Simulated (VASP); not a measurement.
# P (P6_3/mmc) in VASP: further runs

P is run at these levels: LDA; tasks: single point, relaxation of cell and atoms.

All numbers are computed with VASP 6.6.1; they aren't measurements. Logs are shortened: lines on timing, memory, paths and dates and some standing lists are left out, and cuts for length are marked.

### Step 1. The cell of the first run

The structure is hexagonal, space group P6_3/mmc (No. 194). The conventional cell has a = 3.224 Å, b = 3.224 Å, c = 3.186 Å, α = 90.00°, β = 90.00°, γ = 120.00°. Within 3.2 Å of P (site symmetry -6m2) lie 8 P at 2.45 to 3.19 Å.

### Step 2. Single point, LDA

File INCAR:

```
PREC = Accurate
ENCUT = 520
EDIFF = 1E-7
ISMEAR = -1
SIGMA = 0.1
LREAL = False
LASPH = True
NELM = 80
ALGO = Normal
ISIF = 2
LWAVE = False
LCHARG = True
GGA = CA
LELF = True
LVHAR = True
NBANDS = 12
```

File KPOINTS:

```
Automatic mesh
0
Gamma
  13 13 7
```

File POSCAR:

```
P
1.0
    3.2235965405      0.0000000000      0.0000000000
   -1.6117982703      2.7917164957      0.0000000000
    0.0000000000      0.0000000000      3.1858844396
P
2
Direct
    0.3333333333      0.6666666667      0.2500000000
    0.6666666667      0.3333333333      0.7500000000
```

Potentials or basis: VASP PAW LDA potentials, release 64 (P).

The run is started by

```bash
$ cat potpaw_LDA.64/P/POTCAR > POTCAR
$ mpirun -np 1 vasp_std > vasp.out
```

OUTCAR:

```text
PREC = Accurate
   ENCUT = 520
   EDIFF = 1E-7
   ISMEAR = -1
   LREAL = False
   LASPH = True
   NELM = 80
   ISIF = 2
   GGA = CA

 ion  position               nearest neighbor table
   1  0.333  0.667  0.250-   2 2.45   2 2.45   2 2.45   2 2.45   2 2.45   2 2.45
   2  0.667  0.333  0.750-   1 2.45   1 2.45   1 2.45   1 2.45   1 2.45   1 2.45

  LATTYP: Found a hexagonal cell.
 ALAT       =     3.2235965405
 C/A-ratio  =     0.9883012342

  Lattice vectors:

 A1 = (   3.2235965405,   0.0000000000,   0.0000000000)
 A2 = (  -1.6117982703,   2.7917164957,   0.0000000000)
 A3 = (   0.0000000000,   0.0000000000,   3.1858844396)

Analysis of symmetry for initial positions (statically):
=====================================================================
 Subroutine PRICEL returns:
 Original cell was already a primitive cell.

 Routine SETGRP: Setting up the symmetry group for a
 hexagonal supercell.

 Subroutine GETGRP returns: Found 24 space group operations
 (whereof 12 operations were pure point group operations)
 out of a pool of 24 trial point group operations.

The static configuration has the point symmetry D_3d.
 The point group associated with its full space group is D_6h.

Analysis of symmetry for dynamics (positions and initial velocities):
=====================================================================
 Subroutine PRICEL returns:
 Original cell was already a primitive cell.

 Routine SETGRP: Setting up the symmetry group for a
 hexagonal supercell.

 Subroutine GETGRP returns: Found 24 space group operations
 (whereof 12 operations were pure point group operations)
 out of a pool of 24 trial point group operations.

The dynamic configuration has the point symmetry D_3d.
 The point group associated with its full space group is D_6h.

 Subroutine INISYM returns: Found 24 space group operations
 (whereof 12 operations are pure point group operations),
 and found     1 'primitive' translations

----------------------------------------------------------------------------------------

                                     Primitive cell

  volume of cell :      28.6709

  direct lattice vectors                    reciprocal lattice vectors
     3.223596540  0.000000000  0.000000000     0.310212518  0.179101281  0.000000000
    -1.611798270  2.791716496  0.000000000     0.000000000  0.358202562  0.000000000
     0.000000000  0.000000000  3.185884440     0.000000000  0.000000000  0.313884580

  length of vectors
     3.223596540  3.223596541  3.185884440     0.358202562  0.358202562  0.313884580

  position of ions in fractional coordinates (direct lattice)
     0.333333333  0.666666667  0.250000000
     0.666666667  0.333333333  0.750000000

  ion indices of the primitive-cell ions
   primitive index   ion index
                 1           1
                 2           2

----------------------------------------------------------------------------------------

 KPOINTS: Automatic mesh

Automatic generation of k-mesh.
 Grid dimensions read from file:
 generate k-points for:   13   13    7

 Generating k-lattice:

  Cartesian coordinates                     Fractional coordinates (reciprocal lattice)
     0.023862501  0.013777022  0.000000000     0.076923077  0.000000000  0.000000000
     0.000000000  0.027554043  0.000000000     0.000000000  0.076923077  0.000000000
     0.000000000  0.000000000  0.044840654     0.000000000  0.000000000  0.142857143

  Length of vectors
     0.027554043  0.027554043  0.044840654

  Shift w.r.t. Gamma in fractional coordinates (k-lattice)
     0.000000000  0.000000000  0.000000000

 Subroutine IBZKPT returns following result:
 ===========================================

 Found     84 irreducible k-points:

 Following reciprocal coordinates:
            Coordinates               Weight
  0.000000  0.000000  0.000000      1.000000
  0.076923  0.000000  0.000000      6.000000
  0.153846  0.000000  0.000000      6.000000
  0.230769  0.000000  0.000000      6.000000
  0.307692  0.000000  0.000000      6.000000
  0.384615  0.000000  0.000000      6.000000
[... 16 lines left out ...]
  0.076923  0.000000  0.142857     12.000000
  0.153846  0.000000  0.142857     12.000000
 [... further k-points ...]
   k-points           NKPTS =     84   k-points in BZ     NKDIM =     84   number of bands    NBANDS=     12
   number of dos      NEDOS =    301   number of ions     NIONS =      2
   total plane-waves  NPLWV =  13824
   dimension x,y,z NGX =    24 NGY =   24 NGZ =   24
   dimension x,y,z NGXF=    48 NGYF=   48 NGZF=   48
   ions per type =               2
   NGX,Y,Z   is equivalent  to a cutoff of  12.38, 12.38, 12.52 a.u.
   NGXF,Y,Z  is equivalent  to a cutoff of  24.75, 24.75, 25.05 a.u.
 SYSTEM =  unknown system
   PREC   = accura    normal or accurate (medium, high low for compatibility)
   ISTART =      0    job   : 0-new  1-cont  2-samecut
   ICHARG =      2    charge: 1-file 2-atom 10-const
   ISPIN  =      1    spin polarized calculation?
   LNONCOLLINEAR =      F non collinear calculations
   LSORBIT =      F    spin-orbit coupling
   LASPH  =      T    aspherical Exc in radial PAW
   ENCUT  =  520.0 eV  38.22 Ry    6.18 a.u.   5.99  5.99  5.92*2*pi/ulx,y,z
   NELM   =     80;   NELMIN=  2; NELMDL= -5     # of ELM steps
   EDIFF  = 0.1E-06   stopping-criterion for ELM
   LREAL  =      F    real-space projection
   EDIFFG = 0.1E-05   stopping-criterion for IOM
   NSW    =      0    number of steps for IOM
   IBRION =     -1    ionic relax: 0-MD 1-quasi-New 2-CG
   NFREE  =      0    steps in history (QN), initial steepest desc. (CG)
   ISIF   =      2    stress and relaxation
   ISYM   =      2    0-nonsym 1-usesym 2-fastsym
   POTIM  = 0.5000    time-step for ionic-motion
   TEBEG  =    0.0;   TEEND  =   0.0 temperature during run
   PSTRESS=    0.0 pullay stress
   NELECT =      10.0000    total number of electrons
   NUPDOWN=      -1.0000    fix difference up-down
   EMIN   =  10.00;   EMAX   =-10.00  energy-range for DOS
   EFERMI =   0.00;   METHOD = LEGACY
   ISMEAR =    -1;   SIGMA  =   0.10  broadening in eV -4-tet -1-fermi 0-gaus
   EFERMI_NEDOS =   21; number of points for ismear=-14 and -15
   IALGO  =     38    algorithm
   IMIX   =      4    mixing-type and parameters
     AMIX     =   0.40;   BMIX     =  1.00
     AMIX_MAG =   1.60;   BMIX_MAG =  1.00
  volume/ion in A,a.u.               =      14.34        96.74
  Fermi-wavevector in a.u.,A,eV,Ry     =   1.152376  2.177675 18.068131  1.327970
  Thomas-Fermi vector in A             =   2.289027
   LORBIT       =      0    0 simple, 1 ext, 2 COOP (PROOUT), +10 PAW based schemes
   GGA     = CA    functional components
   LHFCALC =     F    Hartree Fock is set to
   AEXX    =    0.0000 exact exchange contribution
   IVDW    =     0    specifies the selected vdW correction
   LEPSILON=     F    determine dielectric tensor
   LRPA    =     F    only Hartree local field effects (RPA)
 non-spin polarized calculation
  energy-cutoff  :      520.00
  volume of cell :       28.67
 maximum number of plane-waves:       796
 NGX is ok and might be reduce to    24
   NGX = 11   NGY = 11   NGZ = 11

 number of electron      10.0000000 magnetization

 Free energy of the ion-electron system (eV)
  ---------------------------------------------------
  ext. energy  EPLUGINS =         0.00000000
  ---------------------------------------------------
  free energy    TOTEN  =       -11.51140876 eV

  energy without entropy =      -11.48689701  energy(sigma->0) =      -11.49915289

 E-fermi :   9.9159     XC(G=0): -11.4789

 val. band max:        9.8801169872   @ k =   0.3077   0.0769   0.1429
 cond. band min:       9.9182359424   @ k =   0.4615   0.0000   0.4286
 fundamental gap:      0.0381189552
 Fermi energy:         9.9159449509

 k-point     1 :       0.0000    0.0000    0.0000
  band No.  band energies     occupation
      1      -6.8488      2.00000
      2       5.6516      2.00000
      3       6.7560      2.00000
      4       8.1770      2.00000
      5       8.1770      2.00000
      6      12.1681      0.00000
      7      12.1681      0.00000
      8      12.5426      0.00000
      9      18.3927      0.00000
     10      18.6034      0.00000
     11      21.5940      0.00000
     12      21.5942      0.00000

 k-point     2 :       0.0769    0.0000    0.0000
  band No.  band energies     occupation
      1      -6.7480      2.00000
      2       5.7417      2.00000
      3       6.1964      2.00000
      4       7.9174      2.00000
      5       8.0763      2.00000
      6      11.9485      0.00000
      7      12.5662      0.00000
      8      13.2282      0.00000
      9      17.6783      0.00000
     10      18.9721      0.00000
     11      21.3765      0.00000
     12      21.9662      0.00000

 k-point     3 :       0.1538    0.0000    0.0000
  band No.  band energies     occupation
      1      -6.4467      2.00000
      2       4.7858      2.00000
      3       6.0100      2.00000
      4       7.3587      2.00000
      5       8.1392      2.00000
      6      11.4111      0.00000
      7      13.5151      0.00000
      8      14.7571      0.00000
      9      16.2829      0.00000
     10      19.0550      0.00000
     11      20.8739      0.00000
     12      21.6669      0.00000
[... 286 lines left out ...]
 k-point    23 :       0.0769    0.0000    0.1429
  band No.  band energies     occupation
      1      -6.4649      2.00000
      2       3.0346      2.00000
      3       7.2172      2.00000
      4       8.1664      2.00000
      5       9.8346      1.38586
      6      12.1687      0.00000
      7      12.6653      0.00000
      8      14.0155      0.00000
      9      16.4553      0.00000
     10      18.5912      0.00000
     11      19.1116      0.00000
     12      19.9954      0.00000

 k-point    24 :       0.1538    0.0000    0.1429
  band No.  band energies     occupation
      1      -6.1643      2.00000
      2       3.2014      2.00000
      3       5.5827      2.00000
      4       7.6124      2.00000
      5      10.1580      0.16328
      6      11.9008      0.00000
      7      13.4735      0.00000
      8      14.6181      0.00000
      9      15.5109      0.00000
     10      18.3503      0.00000
     11      19.3973      0.00000
     12      21.4420      0.00000

 [... further k-points ...]

------------------------ aborting loop because EDIFF is reached ----------------------------------------

  FORCE on cell =-STRESS in cart. coord.  units (eV):
  Direction    XX          YY          ZZ          XY          YZ          ZX
  --------------------------------------------------------------------------------------
  -------------------------------------------------------------------------------------
  Total       -0.0252702     -0.0252702     -0.0291973      0.0000000      0.0000000      0.0000000
  in kB       -1.4121389     -1.4121389     -1.6315885      0.0000000      0.0000000      0.0000000
  external PRESSURE =      -1.4852888 kB  Pullay stress =       0.0000000 kB

 VOLUME and BASIS-vectors are now :
 -----------------------------------------------------------------------------
  energy-cutoff  :      520.00
  volume of cell :       28.67
      direct lattice vectors                 reciprocal lattice vectors
     3.223596540  0.000000000  0.000000000     0.310212518  0.179101281  0.000000000
    -1.611798270  2.791716496  0.000000000     0.000000000  0.358202562  0.000000000
     0.000000000  0.000000000  3.185884440     0.000000000  0.000000000  0.313884580

 POSITION                                       TOTAL-FORCE (eV/Angst)
 -----------------------------------------------------------------------------------
     -0.00000      1.86114      0.79647        -0.000000      0.000000      0.000000
      1.61180      0.93057      2.38941         0.000000     -0.000000      0.000000
 -----------------------------------------------------------------------------------
    total drift:                               -0.000000      0.000000      0.000000

  FREE ENERGIE OF THE ION-ELECTRON SYSTEM (eV)
  ---------------------------------------------------
  free  energy   TOTEN  =       -11.5114087630 eV

  energy  without entropy=      -11.4868970086  energy(sigma->0) =      -11.49915289
```

Wall time 16 s (1 thread of AMD EPYC 7R43 (Zen 3), shared host); peak memory 0.1 GiB.

Results:

```
Free energy            : -11.5114 eV
Pressure               : -0.1 GPa
Band gap on the k mesh : zero (band 5 reaches 11.66 eV, above the bottom of band 6 at 6.71 eV)
```

### Step 3. Relaxation of cell and atoms, LDA

This run uses another cell than the first one, of 15.22 Å³/atom, 1.062 times its volume.

File INCAR:

```
PREC = Accurate ; ENCUT = 600
EDIFF = 1E-6 ; ISMEAR = -1
SIGMA = 0.1 ; LREAL = F
LASPH = T ; NELM = 60
ALGO = Normal ; ISIF = 3
LWAVE = F ; LCHARG = F
IBRION = 2 ; NSW = 80
EDIFFG = -0.01
```

KPOINTS is that of step 2.

File POSCAR:

```
P
1.0
    2.7818573800      0.0000000000      0.0000000000
   -1.3909286900      2.4091591608      0.0000000000
    0.0000000000      0.0000000000      4.5427731016
P
2
Direct
    0.3333333333      0.6666666667      0.2500000000
    0.6666666667      0.3333333333      0.7500000000
```

Potentials or basis: VASP PAW LDA potentials, release 64 (P).

The run is started by

```bash
$ cat potpaw_LDA.64/P/POTCAR > POTCAR
$ mpirun -np 1 vasp_std > vasp.out
```

OUTCAR:

```text
PREC = Accurate
   ENCUT = 600
   EDIFF = 1E-6
   ISMEAR = -1
   LREAL = F
   LASPH = T
   NELM = 60
   ISIF = 3
   IBRION = 2
   NSW = 80
   EDIFFG = -0.01

 ion  position               nearest neighbor table
   1  0.333  0.667  0.250-   2 2.78   2 2.78   2 2.78   2 2.78   2 2.78   2 2.78
   2  0.667  0.333  0.750-   1 2.78   1 2.78   1 2.78   1 2.78   1 2.78   1 2.78

  LATTYP: Found a hexagonal cell.
 ALAT       =     2.7818573800
 C/A-ratio  =     1.6330000000

  Lattice vectors:

 A1 = (   2.7818573800,   0.0000000000,   0.0000000000)
 A2 = (  -1.3909286900,   2.4091591608,   0.0000000000)
 A3 = (   0.0000000000,   0.0000000000,   4.5427731016)

Analysis of symmetry for initial positions (statically):
=====================================================================
 Subroutine PRICEL returns:
[... 579 lines left out ...]
[... ionic steps 4 to 16 ...]

--------------------------------------- Ionic step       17  -------------------------------------------

 number of electron      10.0000000 magnetization

------------------------ aborting loop because EDIFF is reached ----------------------------------------
[... 67 lines left out ...]
--------------------------------------- Ionic step       19  -------------------------------------------

 number of electron      10.0000000 magnetization

 Free energy of the ion-electron system (eV)
  ---------------------------------------------------
  ext. energy  EPLUGINS =         0.00000000
  ---------------------------------------------------
  free energy    TOTEN  =       -11.51091213 eV

  energy without entropy =      -11.48646084  energy(sigma->0) =      -11.49868649

 E-fermi :   9.9369     XC(G=0): -11.4848

 val. band max:        9.9021441797   @ k =   0.3077   0.0769   0.1429
 cond. band min:       9.9374493302   @ k =   0.4615   0.0000   0.4286
 fundamental gap:      0.0353051505
 Fermi energy:         9.9369288953

 k-point     1 :       0.0000    0.0000    0.0000
  band No.  band energies     occupation
      1      -6.8430      2.00000
      2       5.6654      2.00000
      3       6.7845      2.00000
      4       8.1964      2.00000
      5       8.1964      2.00000
      6      12.1892      0.00000
      7      12.1892      0.00000
      8      12.5594      0.00000
      9      18.4277      0.00000
[... 305 lines left out ...]
  FREE ENERGIE OF THE ION-ELECTRON SYSTEM (eV)
  ---------------------------------------------------
  free  energy   TOTEN  =       -11.5109121294 eV

  energy  without entropy=      -11.4864608442  energy(sigma->0) =      -11.49868649

 reached required accuracy - stopping structural energy minimisation
```

Run time: 3.5 min. Hardware: 1 thread of AMD EPYC 7R43 (Zen 3), shared host; peak memory 0.11 GiB.

What came out:

```yaml
Free_energy: -11.5109 eV
Relaxed_volume: 14.32 Å³/atom
Relaxed_cell: a = 3.222 Å, b = 3.222 Å, c = 3.185 Å, α = 90.00°, β = 90.00°, γ = 120.00°
Space_group_after_relaxing_to_0.05_Å: P6_3/mmc (No. 194)
Energy_gained_by_relaxing: 439.8 meV/atom
Ionic_steps: 19
Pressure_after_relaxing: 0.0 GPa
Band_gap_on_the_k_mesh: zero (band 5 reaches 11.69 eV, above the bottom of band 6 at 6.72 eV)
```

The path:
| step | energy change (eV) | largest force (eV/Å) | pressure (GPa) | volume (Å³) |
| --- | --- | --- | --- | --- |
| 1 | 0.0000 | 0.0000 | -8.55 | 30.45 |
| 2 | -0.0803 | 0.0000 | 2.56 | 27.00 |
| 3 | -0.0843 | 0.0000 | 0.29 | 27.57 |
| 4 | -0.0890 | 0.0000 | 0.27 | 27.58 |
| 5 | -0.1088 | 0.0000 | 0.44 | 27.57 |
| 6 | -0.1711 | 0.0000 | 0.17 | 27.46 |
| 7 | -0.5190 | 0.0000 | 4.68 | 26.87 |
| 8 | 0.1256 | 0.0000 | 33.29 | 24.02 |
| 9 | -0.7733 | 0.0000 | 11.89 | 25.96 |
| 10 | -0.6711 | 0.0000 | 17.44 | 25.38 |
| 11 | -0.7703 | 0.0000 | 13.56 | 25.78 |
| 12 | -0.7755 | 0.0000 | 12.77 | 25.86 |
| 13 | -0.8083 | 0.0000 | 10.18 | 26.31 |
| 14 | -0.8676 | 0.0000 | 3.53 | 27.69 |
| 15 | -0.8406 | 0.0000 | -5.94 | 30.59 |
| 16 | -0.8782 | 0.0000 | -0.48 | 28.73 |
| 17 | -0.8783 | 0.0000 | -0.17 | 28.64 |
| 18 | -0.8790 | 0.0000 | -0.12 | 28.64 |
| 19 | -0.8795 | 0.0000 | 0.00 | 28.63 |

Final structure:
```
CELL_PARAMETERS angstrom
3.22202 0.00000 0.00000
-1.61101 2.79035 0.00000
0.00000 0.00000 3.18464
ATOMIC_POSITIONS crystal
P 0.33333 0.66667 0.25000
P 0.66667 0.33333 0.75000
```
